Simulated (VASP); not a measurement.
# CaO (Fm-3m) in VASP: a series of runs

Aim: see how the results for CaO move with the level of theory and the settings. Levels: BLYP, PBE+D3(BJ), LDA, r2SCAN. Tasks: single point.

All numbers are computed with VASP 6.6.1; they aren't measurements. Logs are shortened: lines on timing, memory, paths and dates and some standing lists are left out, and cuts for length are marked.

## Step 1: The cell of the first run

The structure is cubic, space group Fm-3m (No. 225). Conventional cell: a = 4.902 Å, b = 4.902 Å, c = 4.902 Å, α = 90.00°, β = 90.00°, γ = 90.00°. Ca (site symmetry m-3m) has 6 O at 2.45 Å within 3.2 Å. O (site symmetry m-3m) has 6 Ca at 2.45 Å within 3.2 Å.

## Step 2: Single point, BLYP (volume scaled by 1.02)

Contents of INCAR:

```
SYSTEM = CaO
AGGAC    = 1.0          
AGGAX    = 1.0          
ALDAC    = 0.0          
ALDAX    = 1.0          
ALGO     = Normal         ! electronic algorithm
EDIFF    = 1E-6           ! SCF threshold, eV
ENCUT    = 520            ! plane-wave cutoff, eV
GGA      = B5             ! functional
ISIF     = 2              ! what is computed and relaxed
ISMEAR   = 0              ! smearing method
LASPH    = .TRUE.         ! aspherical terms in the spheres
LCHARG   = .FALSE.        ! write CHGCAR
LREAL    = .FALSE.        ! projectors in reciprocal space
LWAVE    = .FALSE.        ! write WAVECAR
NBANDS   = 15             ! bands
NELM     = 80             ! most SCF steps
PREC     = Accurate       ! precision mode
SIGMA    = 0.05           ! smearing width, eV
```

Contents of KPOINTS:

```
k-points
0
G
  8 8 8
  0 0 0
```

Contents of POSCAR:

```
CaO
1.0
    0.0000000000      2.4511814993      2.4511814993
    2.4511814993      0.0000000000      2.4511814993
    2.4511814993      2.4511814993      0.0000000000
Ca O
1 1
Direct
    0.5000000000      0.5000000000      0.5000000000
    0.0000000000      0.0000000000      0.0000000000
```

Potentials or basis: VASP PAW PBE potentials, release 64 (Ca_sv, O).

Launch:

```sh
cat potpaw_PBE.64/Ca_sv/POTCAR potpaw_PBE.64/O/POTCAR > POTCAR
mpirun -np 1 vasp_std > vasp.out
```

OUTCAR:

```text
SYSTEM = CaO
   EDIFF = 1E-6
   ENCUT = 520
   GGA = B5
   ISIF = 2
   ISMEAR = 0
   LASPH = .TRUE.
   LREAL = .FALSE.
   NELM = 80
   PREC = Accurate

 ion  position               nearest neighbor table
   1  0.500  0.500  0.500-   2 2.45   2 2.45   2 2.45   2 2.45   2 2.45   2 2.45
   2  0.000  0.000  0.000-   1 2.45   1 2.45   1 2.45   1 2.45   1 2.45   1 2.45

  LATTYP: Found a face centered cubic cell.
 ALAT       =     4.9023629986

  Lattice vectors:

 A1 = (   0.0000000000,   2.4511814993,   2.4511814993)
 A2 = (   2.4511814993,   0.0000000000,   2.4511814993)
 A3 = (   2.4511814993,   2.4511814993,   0.0000000000)

Analysis of symmetry for initial positions (statically):
=====================================================================
 Subroutine PRICEL returns:
 Original cell was already a primitive cell.

 Routine SETGRP: Setting up the symmetry group for a
 face centered cubic supercell.

 Subroutine GETGRP returns: Found 48 space group operations
 (whereof 48 operations were pure point group operations)
 out of a pool of 48 trial point group operations.

The static configuration has the point symmetry O_h .

Analysis of symmetry for dynamics (positions and initial velocities):
=====================================================================
 Subroutine PRICEL returns:
 Original cell was already a primitive cell.

 Routine SETGRP: Setting up the symmetry group for a
 face centered cubic supercell.

 Subroutine GETGRP returns: Found 48 space group operations
 (whereof 48 operations were pure point group operations)
 out of a pool of 48 trial point group operations.

The dynamic configuration has the point symmetry O_h .

 Subroutine INISYM returns: Found 48 space group operations
 (whereof 48 operations are pure point group operations),
 and found     1 'primitive' translations

----------------------------------------------------------------------------------------

                                     Primitive cell

  volume of cell :      29.4548

  direct lattice vectors                    reciprocal lattice vectors
     0.000000000  2.451181499  2.451181499    -0.203983263  0.203983263  0.203983263
     2.451181499  0.000000000  2.451181499     0.203983263 -0.203983263  0.203983263
     2.451181499  2.451181499  0.000000000     0.203983263  0.203983263 -0.203983263

  length of vectors
     3.466494120  3.466494120  3.466494120     0.353309375  0.353309375  0.353309375

  position of ions in fractional coordinates (direct lattice)
     0.500000000  0.500000000  0.500000000
     0.000000000  0.000000000  0.000000000

  ion indices of the primitive-cell ions
   primitive index   ion index
                 1           1
                 2           2

----------------------------------------------------------------------------------------

 KPOINTS: k-points

Automatic generation of k-mesh.
 Grid dimensions read from file:
 generate k-points for:    8    8    8

 Generating k-lattice:

  Cartesian coordinates                     Fractional coordinates (reciprocal lattice)
    -0.025497908  0.025497908  0.025497908     0.125000000  0.000000000  0.000000000
     0.025497908 -0.025497908  0.025497908     0.000000000  0.125000000  0.000000000
     0.025497908  0.025497908 -0.025497908     0.000000000  0.000000000  0.125000000

  Length of vectors
     0.044163672  0.044163672  0.044163672

  Shift w.r.t. Gamma in fractional coordinates (k-lattice)
     0.000000000  0.000000000  0.000000000

 Subroutine IBZKPT returns following result:
 ===========================================

 Found     29 irreducible k-points:

 Following reciprocal coordinates:
            Coordinates               Weight
  0.000000  0.000000  0.000000      1.000000
  0.125000  0.000000  0.000000      8.000000
  0.250000  0.000000  0.000000      8.000000
  0.375000  0.000000  0.000000      8.000000
  0.500000  0.000000  0.000000      4.000000
  0.125000  0.125000  0.000000      6.000000
[... 16 lines left out ...]
  0.500000  0.250000  0.125000     48.000000
 -0.375000  0.250000  0.125000     24.000000
 [... further k-points ...]
   k-points           NKPTS =     29   k-points in BZ     NKDIM =     29   number of bands    NBANDS=     15
   number of dos      NEDOS =    301   number of ions     NIONS =      2
   total plane-waves  NPLWV =  21952
   dimension x,y,z NGX =    28 NGY =   28 NGZ =   28
   dimension x,y,z NGXF=    56 NGYF=   56 NGZF=   56
   ions per type =               1   1
   NGX,Y,Z   is equivalent  to a cutoff of  13.43, 13.43, 13.43 a.u.
   NGXF,Y,Z  is equivalent  to a cutoff of  26.86, 26.86, 26.86 a.u.
 SYSTEM =  CaO
   PREC   = accura    normal or accurate (medium, high low for compatibility)
   ISTART =      0    job   : 0-new  1-cont  2-samecut
   ICHARG =      2    charge: 1-file 2-atom 10-const
   ISPIN  =      1    spin polarized calculation?
   LNONCOLLINEAR =      F non collinear calculations
   LSORBIT =      F    spin-orbit coupling
   LASPH  =      T    aspherical Exc in radial PAW
   ENCUT  =  520.0 eV  38.22 Ry    6.18 a.u.   6.45  6.45  6.45*2*pi/ulx,y,z
   NELM   =     80;   NELMIN=  2; NELMDL= -5     # of ELM steps
   EDIFF  = 0.1E-05   stopping-criterion for ELM
   LREAL  =      F    real-space projection
   EDIFFG = 0.1E-04   stopping-criterion for IOM
   NSW    =      0    number of steps for IOM
   IBRION =     -1    ionic relax: 0-MD 1-quasi-New 2-CG
   NFREE  =      0    steps in history (QN), initial steepest desc. (CG)
   ISIF   =      2    stress and relaxation
   ISYM   =      2    0-nonsym 1-usesym 2-fastsym
   POTIM  = 0.5000    time-step for ionic-motion
   TEBEG  =    0.0;   TEEND  =   0.0 temperature during run
   PSTRESS=    0.0 pullay stress
   NELECT =      16.0000    total number of electrons
   NUPDOWN=      -1.0000    fix difference up-down
   EMIN   =  10.00;   EMAX   =-10.00  energy-range for DOS
   EFERMI =   0.00;   METHOD = LEGACY
   ISMEAR =     0;   SIGMA  =   0.05  broadening in eV -4-tet -1-fermi 0-gaus
   EFERMI_NEDOS =   21; number of points for ismear=-14 and -15
   IALGO  =     38    algorithm
   IMIX   =      4    mixing-type and parameters
     AMIX     =   0.40;   BMIX     =  1.00
     AMIX_MAG =   1.60;   BMIX_MAG =  1.00
  volume/ion in A,a.u.               =      14.73        99.39
  Fermi-wavevector in a.u.,A,eV,Ry     =   1.335763  2.524226 24.276363  1.784262
  Thomas-Fermi vector in A             =   2.464442
   LORBIT       =      0    0 simple, 1 ext, 2 COOP (PROOUT), +10 PAW based schemes
   GGA     = B5    functional components
   LHFCALC =     F    Hartree Fock is set to
   AEXX    =    0.0000 exact exchange contribution
   IVDW    =     0    specifies the selected vdW correction
   LEPSILON=     F    determine dielectric tensor
   LRPA    =     F    only Hartree local field effects (RPA)
 non-spin polarized calculation
 Gauss-broadening in eV      SIGMA  =   0.05
  energy-cutoff  :      520.00
  volume of cell :       29.45
 maximum number of plane-waves:       821
 NGX is ok and might be reduce to    28
   NGX = 13   NGY = 13   NGZ = 13

 number of electron      16.0000005 magnetization

 Free energy of the ion-electron system (eV)
  ---------------------------------------------------
  ext. energy  EPLUGINS =         0.00000000
  ---------------------------------------------------
  free energy    TOTEN  =       -12.30260855 eV

  energy without entropy =      -12.30260855  energy(sigma->0) =      -12.30260855

 E-fermi :   2.6345     XC(G=0):  -9.7578

 val. band max:        2.3373366247   @ k =   0.0000   0.0000   0.0000
 cond. band min:       6.0696647256   @ k =   0.5000   0.5000   0.0000
 fundamental gap:      3.7323281008
 Fermi energy:         2.6345485929

 k-point     1 :       0.0000    0.0000    0.0000
  band No.  band energies     occupation
      1     -35.5303      2.00000
      2     -16.4324      2.00000
      3     -16.4324      2.00000
      4     -16.4324      2.00000
      5     -12.9754      2.00000
      6       2.3373      2.00000
      7       2.3373      2.00000
      8       2.3373      2.00000
      9       6.8544      0.00000
     10       8.3515      0.00000
     11       8.3515      0.00000
     12       8.3515      0.00000
     13       9.7194      0.00000
     14       9.7194      0.00000
     15      17.5748      0.00000

 k-point     2 :       0.1250    0.0000    0.0000
  band No.  band energies     occupation
      1     -35.5189      2.00000
      2     -16.5816      2.00000
      3     -16.4392      2.00000
      4     -16.4392      2.00000
      5     -12.8131      2.00000
      6       1.8435      2.00000
      7       2.1480      2.00000
      8       2.1480      2.00000
      9       7.5066      0.00000
     10       8.3368      0.00000
     11       8.5910      0.00000
     12       8.5910      0.00000
     13      10.0493      0.00000
     14      10.0493      0.00000
     15      18.0133      0.00000

 k-point     3 :       0.2500    0.0000    0.0000
  band No.  band energies     occupation
      1     -35.4912      2.00000
      2     -16.8993      2.00000
      3     -16.4553      2.00000
      4     -16.4553      2.00000
      5     -12.4625      2.00000
      6       0.9190      2.00000
      7       1.7400      2.00000
      8       1.7400      2.00000
      9       8.4336      0.00000
     10       8.9131      0.00000
     11       9.2157      0.00000
     12       9.2157      0.00000
     13      10.8451      0.00000
     14      10.8451      0.00000
     15      17.8834      0.00000

 k-point     4 :       0.3750    0.0000    0.0000
  band No.  band energies     occupation
      1     -35.4634      2.00000
      2     -17.1756      2.00000
      3     -16.4714      2.00000
      4     -16.4714      2.00000
      5     -12.1506      2.00000
      6       0.1768      2.00000
      7       1.3833      2.00000
      8       1.3833      2.00000
      9       8.8414      0.00000
     10       9.9279      0.00000
     11       9.9279      0.00000
     12      10.1883      0.00000
     13      11.7099      0.00000
     14      11.7099      0.00000
     15      16.4752      0.00000
[... 307 lines left out ...]
 k-point    22 :       0.3750    0.2500    0.1250
  band No.  band energies     occupation
      1     -35.4710      2.00000
      2     -16.9321      2.00000
      3     -16.5599      2.00000
      4     -16.4844      2.00000
      5     -12.4177      2.00000
      6       0.6555      2.00000
      7       1.6258      2.00000
      8       1.8533      2.00000
      9       7.6389      0.00000
     10       9.1438      0.00000
     11       9.8416      0.00000
     12      10.1091      0.00000
     13      10.8448      0.00000
     14      11.9747      0.00000
     15      18.2696      0.00000

 k-point    23 :       0.5000    0.2500    0.1250
  band No.  band energies     occupation
      1     -35.4489      2.00000
      2     -17.0554      2.00000
      3     -16.6118      2.00000
      4     -16.5139      2.00000
      5     -12.2927      2.00000
      6       0.4800      2.00000
      7       1.3566      2.00000
      8       1.5515      2.00000
      9       8.0987      0.00000
     10       9.5401      0.00000
     11      10.3688      0.00000
     12      10.4314      0.00000
     13      11.6852      0.00000
     14      12.9167      0.00000
     15      16.4610      0.00000

 k-point    24 :      -0.3750    0.2500    0.1250
  band No.  band energies     occupation
      1     -35.4397      2.00000
      2     -17.1059      2.00000
      3     -16.6241      2.00000
      4     -16.5337      2.00000
      5     -12.2441      2.00000
      6       0.4311      2.00000
      7       1.2867      2.00000
      8       1.3669      2.00000
      9       8.8691      0.00000
     10       8.9739      0.00000
     11      10.6217      0.00000
     12      10.7687      0.00000
     13      11.9409      0.00000
     14      13.7702      0.00000
     15      15.4354      0.00000

 [... further k-points ...]
[... 5 lines left out ...]
  --------------------------------------------------------------------------------------
  -------------------------------------------------------------------------------------
  Total       -0.2628426     -0.2628426     -0.2628426      0.0000000     -0.0000000      0.0000000
  in kB      -14.2971637    -14.2971637    -14.2971637      0.0000000     -0.0000000      0.0000000
  external PRESSURE =     -14.2971637 kB  Pullay stress =       0.0000000 kB

 VOLUME and BASIS-vectors are now :
 -----------------------------------------------------------------------------
  energy-cutoff  :      520.00
  volume of cell :       29.45
      direct lattice vectors                 reciprocal lattice vectors
     0.000000000  2.451181499  2.451181499    -0.203983263  0.203983263  0.203983263
     2.451181499  0.000000000  2.451181499     0.203983263 -0.203983263  0.203983263
     2.451181499  2.451181499  0.000000000     0.203983263  0.203983263 -0.203983263

 POSITION                                       TOTAL-FORCE (eV/Angst)
 -----------------------------------------------------------------------------------
      2.45118      2.45118      2.45118         0.000000     -0.000000     -0.000000
      0.00000      0.00000      0.00000         0.000000      0.000000      0.000000
 -----------------------------------------------------------------------------------
    total drift:                                0.000000      0.000000      0.000000

  FREE ENERGIE OF THE ION-ELECTRON SYSTEM (eV)
  ---------------------------------------------------
  free  energy   TOTEN  =       -12.3026085454 eV

  energy  without entropy=      -12.3026085454  energy(sigma->0) =      -12.30260855
```

Run time: 21 s. Hardware: 1 thread of Intel Xeon Platinum 8259CL at 2.50GHz (Skylake/Cascade Lake), shared host; peak memory 0.16 GiB.

What came out:

* Free energy: -12.3026 eV
* Pressure: -1.4 GPa
* Band gap on the k mesh: 3.73 eV, indirect (least direct gap 4.11 eV)

Caveat: the PAW data sets were made with another functional, which shifts forces and pressure a little. A k mesh can miss the band edges.

(Part 1 of 3 ends here.)
